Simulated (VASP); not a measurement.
# V (I4/mmm) in VASP: electric field gradients with PBEsol

Aim: the electric field gradients of V with PBEsol.

Everything below comes from runs of VASP 6.6.1. Logs are shortened: lines on timing, memory, paths and dates and some standing lists are left out, and cuts for length are marked.

## 1. The cell of the first run

The structure is tetragonal, space group I4/mmm (No. 139). Conventional cell: a = 2.996 Å, b = 2.996 Å, c = 3.026 Å, α = 90.00°, β = 90.00°, γ = 90.00°. Within 3.4 Å of V (site symmetry 4/mmm) lie 14 V at 2.60 to 3.03 Å.

## 2. Electric field gradients, PBEsol, collinear spin, ferromagnetic start (equal xx and yy strain of -1 %)

INCAR

```
SYSTEM = V
PREC = Accurate
ENCUT = 400
EDIFF = 1E-8
ISMEAR = -1
SIGMA = 0.03
LREAL = .FALSE.
LASPH = .TRUE.
NELM = 200
ALGO = Normal
ISIF = 2
LWAVE = .FALSE.
LCHARG = .FALSE.
ISPIN = 2
MAGMOM = 1.5
LORBIT = 11
LMAXMIX = 4
GGA = PS
LEFG = .TRUE.
NBANDS = 16
GGA_COMPAT = .FALSE.
```

KPOINTS

```
Automatic mesh
0
G
  19 19 19
  0 0 0
```

POSCAR

```
V
1.0
   -1.4978700000      1.4978700000      1.5130000000
    1.4978700000     -1.4978700000      1.5130000000
    1.4978700000      1.4978700000     -1.5130000000
V
1
Direct
    0.0000000000      0.0000000000      0.0000000000
```

Potentials or basis: VASP PAW PBE potentials, release 64 (V_sv).

Started as:

```sh
$ cat potpaw_PBE.64/V_sv/POTCAR > POTCAR
$ mpirun -np 1 vasp_std > vasp.out
```

OUTCAR:

```text
SYSTEM = V
   PREC = Accurate
   ENCUT = 400
   EDIFF = 1E-8
   ISMEAR = -1
   LREAL = .FALSE.
   LASPH = .TRUE.
   NELM = 200
   ISIF = 2
   ISPIN = 2
   LORBIT = 11
   GGA = PS

 ion  position               nearest neighbor table
   1  0.000  0.000  0.000-

  LATTYP: Found a body centered tetragonal cell.
 ALAT       =     2.9957400000
 C/A-ratio  =     1.0101010101

  Lattice vectors:

 A1 = (  -1.4978700000,   1.4978700000,   1.5130000000)
 A2 = (   1.4978700000,  -1.4978700000,   1.5130000000)
 A3 = (   1.4978700000,   1.4978700000,  -1.5130000000)

Analysis of symmetry for initial positions (statically):
=====================================================================
 Subroutine PRICEL returns:
 Original cell was already a primitive cell.

 Routine SETGRP: Setting up the symmetry group for a
 body centered tetragonal supercell.

 Subroutine GETGRP returns: Found 16 space group operations
 (whereof 16 operations were pure point group operations)
 out of a pool of 16 trial point group operations.

The static configuration has the point symmetry D_4h.

Analysis of symmetry for dynamics (positions and initial velocities):
=====================================================================
 Subroutine PRICEL returns:
 Original cell was already a primitive cell.

 Routine SETGRP: Setting up the symmetry group for a
 body centered tetragonal supercell.

 Subroutine GETGRP returns: Found 16 space group operations
 (whereof 16 operations were pure point group operations)
 out of a pool of 16 trial point group operations.

The dynamic configuration has the point symmetry D_4h.

Analysis of structural, dynamic, and magnetic symmetry:
=====================================================================
 Subroutine PRICEL returns:
 Original cell was already a primitive cell.

 Routine SETGRP: Setting up the symmetry group for a
 body centered tetragonal supercell.

 Subroutine GETGRP returns: Found 16 space group operations
 (whereof 16 operations were pure point group operations)
 out of a pool of 16 trial point group operations.

The overall configuration has the point symmetry D_4h.

 Subroutine INISYM returns: Found 16 space group operations
 (whereof 16 operations are pure point group operations),
 and found     1 'primitive' translations

----------------------------------------------------------------------------------------

                                     Primitive cell

  volume of cell :      13.5784

  direct lattice vectors                    reciprocal lattice vectors
    -1.497870000  1.497870000  1.513000000     0.000000000  0.333807340  0.330469266
     1.497870000 -1.497870000  1.513000000     0.333807340  0.000000000  0.330469266
     1.497870000  1.497870000 -1.513000000     0.333807340  0.333807340  0.000000000

  length of vectors
     2.603151566  2.603151566  2.603151566     0.469720423  0.469720423  0.472074867

  position of ions in fractional coordinates (direct lattice)
     0.000000000  0.000000000  0.000000000

  ion indices of the primitive-cell ions
   primitive index   ion index
                 1           1

----------------------------------------------------------------------------------------

 KPOINTS: Automatic mesh

Automatic generation of k-mesh.
 Grid dimensions read from file:
 generate k-points for:   19   19   19

 Generating k-lattice:

  Cartesian coordinates                     Fractional coordinates (reciprocal lattice)
     0.000000000  0.017568807  0.017393119     0.052631579  0.000000000 -0.000000000
     0.017568807  0.000000000  0.017393119     0.000000000  0.052631579 -0.000000000
     0.017568807  0.017568807  0.000000000     0.000000000  0.000000000  0.052631579

  Length of vectors
     0.024722128  0.024722128  0.024846046

[... 41 lines left out ...]
   NGX,Y,Z   is equivalent  to a cutoff of  11.50, 11.50, 11.50 a.u.
   NGXF,Y,Z  is equivalent  to a cutoff of  22.99, 22.99, 22.99 a.u.
 SYSTEM =  V
   PREC   = accura    normal or accurate (medium, high low for compatibility)
   ISTART =      0    job   : 0-new  1-cont  2-samecut
   ICHARG =      2    charge: 1-file 2-atom 10-const
   ISPIN  =      2    spin polarized calculation?
   LNONCOLLINEAR =      F non collinear calculations
   LSORBIT =      F    spin-orbit coupling
   LASPH  =      T    aspherical Exc in radial PAW
   ENCUT  =  400.0 eV  29.40 Ry    5.42 a.u.   4.25  4.25  4.25*2*pi/ulx,y,z
   NELM   =    200;   NELMIN=  2; NELMDL= -5     # of ELM steps
   EDIFF  = 0.1E-07   stopping-criterion for ELM
   LREAL  =      F    real-space projection
   EDIFFG = 0.1E-06   stopping-criterion for IOM
   NSW    =      0    number of steps for IOM
   IBRION =     -1    ionic relax: 0-MD 1-quasi-New 2-CG
   NFREE  =      0    steps in history (QN), initial steepest desc. (CG)
   ISIF   =      2    stress and relaxation
   ISYM   =      2    0-nonsym 1-usesym 2-fastsym
   POTIM  = 0.5000    time-step for ionic-motion
   TEBEG  =    0.0;   TEEND  =   0.0 temperature during run
   PSTRESS=    0.0 pullay stress
   NELECT =      13.0000    total number of electrons
   NUPDOWN=      -1.0000    fix difference up-down
   EMIN   =  10.00;   EMAX   =-10.00  energy-range for DOS
   EFERMI =   0.00;   METHOD = LEGACY
   ISMEAR =    -1;   SIGMA  =   0.03  broadening in eV -4-tet -1-fermi 0-gaus
   EFERMI_NEDOS =   21; number of points for ismear=-14 and -15
   IALGO  =     38    algorithm
   IMIX   =      4    mixing-type and parameters
     AMIX     =   0.40;   BMIX     =  1.00
     AMIX_MAG =   1.60;   BMIX_MAG =  1.00
  volume/ion in A,a.u.               =      13.58        91.63
  Fermi-wavevector in a.u.,A,eV,Ry     =   1.613517  3.049105 35.421915  2.603437
  Thomas-Fermi vector in A             =   2.708574
   LORBIT       =     11    0 simple, 1 ext, 2 COOP (PROOUT), +10 PAW based schemes
   GGA     = PS    functional components
   LHFCALC =     F    Hartree Fock is set to
   AEXX    =    0.0000 exact exchange contribution
   IVDW    =     0    specifies the selected vdW correction
   LEPSILON=     F    determine dielectric tensor
   LRPA    =     F    only Hartree local field effects (RPA)
 spin polarized calculation
  energy-cutoff  :      400.00
  volume of cell :       13.58
 maximum number of plane-waves:       253
 NGX is ok and might be reduce to    18
   NGX =  9   NGY =  9   NGZ =  9

 number of electron      12.9999988 magnetization      -0.0008908

 number of electron      12.9999988 magnetization       0.0000078

 Free energy of the ion-electron system (eV)
  ---------------------------------------------------
  ext. energy  EPLUGINS =         0.00000000
  ---------------------------------------------------
  free energy    TOTEN  =        -9.62133232 eV

  energy without entropy =       -9.61618047  energy(sigma->0) =       -9.61875639

 E-fermi :   9.4596     XC(G=0): -13.0145

 val. band max:        9.4554096161   @ k =  -0.4211   0.1053   0.0000
 cond. band min:       9.4629756871   @ k =  -0.1579   0.2105   0.0526
 fundamental gap:      0.0075660710
 Fermi energy:         9.4596313976

 spin component 1

 k-point     1 :       0.0000    0.0000    0.0000
  band No.  band energies     occupation
      1     -54.0113      1.00000
      2     -27.4323      1.00000
      3     -27.4313      1.00000
      4     -27.4313      1.00000
      5       2.8802      1.00000
      6       9.8514      0.00000
[... 435 lines left out ...]
      5       4.9121      1.00000
      6       9.1442      0.99997
[... 8 lines left out ...]
     15      36.1028      0.00000
     16      36.6800      0.00000

 [... further k-points ...]

 spin component 2

 k-point     1 :       0.0000    0.0000    0.0000
  band No.  band energies     occupation
      1     -54.0113      1.00000
      2     -27.4323      1.00000
      3     -27.4313      1.00000
      4     -27.4313      1.00000
      5       2.8802      1.00000
      6       9.8514      0.00000
[... 435 lines left out ...]
      5       4.9121      1.00000
      6       9.1442      0.99997
[... 8 lines left out ...]
     15      36.1028      0.00000
     16      36.6800      0.00000

 [... further k-points ...]
[... 5 lines left out ...]
  --------------------------------------------------------------------------------------
  -------------------------------------------------------------------------------------
  Total       -0.8052291     -0.8052291     -0.9103047      0.0000000      0.0000000      0.0000000
  in kB      -95.0129642    -95.0129642   -107.4113623      0.0000000      0.0000000      0.0000000
  external PRESSURE =     -99.1457636 kB  Pullay stress =       0.0000000 kB

 VOLUME and BASIS-vectors are now :
 -----------------------------------------------------------------------------
  energy-cutoff  :      400.00
  volume of cell :       13.58
      direct lattice vectors                 reciprocal lattice vectors
    -1.497870000  1.497870000  1.513000000     0.000000000  0.333807340  0.330469266
     1.497870000 -1.497870000  1.513000000     0.333807340  0.000000000  0.330469266
     1.497870000  1.497870000 -1.513000000     0.333807340  0.333807340  0.000000000

 POSITION                                       TOTAL-FORCE (eV/Angst)
 -----------------------------------------------------------------------------------
      0.00000      0.00000      0.00000        -0.000000     -0.000000     -0.000000
 -----------------------------------------------------------------------------------
    total drift:                                0.000000     -0.000000      0.000000

  FREE ENERGIE OF THE ION-ELECTRON SYSTEM (eV)
  ---------------------------------------------------
  free  energy   TOTEN  =        -9.6213323181 eV

  energy  without entropy=       -9.6161804650  energy(sigma->0) =       -9.61875639

 Electric field gradients (V/A^2)
---------------------------------------------------------------------
 ion       V_xx      V_yy      V_zz      V_xy      V_xz      V_yz
---------------------------------------------------------------------
   1      -0.439    -0.439     0.877     0.000     0.000     0.000
---------------------------------------------------------------------

 Electric field gradients after diagonalization (V/A^2)
 (convention: |V_zz| > |V_xx| > |V_yy|)
----------------------------------------------------------------------
 ion       V_xx      V_yy      V_zz     asymmetry (V_yy - V_xx)/ V_zz
----------------------------------------------------------------------
   1      -0.439    -0.438     0.877       0.001
----------------------------------------------------------------------

           NMR quadrupolar parameters

 Cq : quadrupolar parameter    Cq=e*Q*V_zz/h
 eta: asymmetry parameters     (V_yy - V_xx)/ V_zz
 Q  : nuclear electric quadrupole moment in mb (millibarn)
----------------------------------------------------------------------
 ion       Cq(MHz)       eta       Q (mb)
----------------------------------------------------------------------
   1       0.002       0.001       1.000
----------------------------------------------------------------------

 total charge

# of ion       s       p       d       tot
------------------------------------------
    1        2.341   6.221   3.082  11.644

 magnetization (x)

# of ion       s       p       d       tot
------------------------------------------
    1        0.000   0.000   0.000   0.000
```

Wall time 2.9 min (1 thread of Oxide Virtual Turin-like, shared host); peak memory 0.19 GiB.

What came out:

```yaml
Free_energy: -9.6213 eV
Pressure: -9.9 GPa
Net_moment: 0.00 μB per cell
Largest_electric_field_gradient_by_atom: V +0.9 V/Å²
Valence_electrons_inside_the_program's_atomic_spheres: V 11.64
```

Electric field gradients, principal values (V/Å²):
```
atom   least  middle  greatest (by size)
 1 V  -0.438  -0.439               0.877
```

Caveat: the cell differs from its parent crystal (equal xx and yy strain of -1 %); the cell stands under tension; the moments typed at the start vanished in this run; without QUAD_EFG the Cq values of the log hold for a quadrupole moment of 1 mb, not for the nuclei; the PAW data sets were made with another functional, which shifts forces and pressure a little.
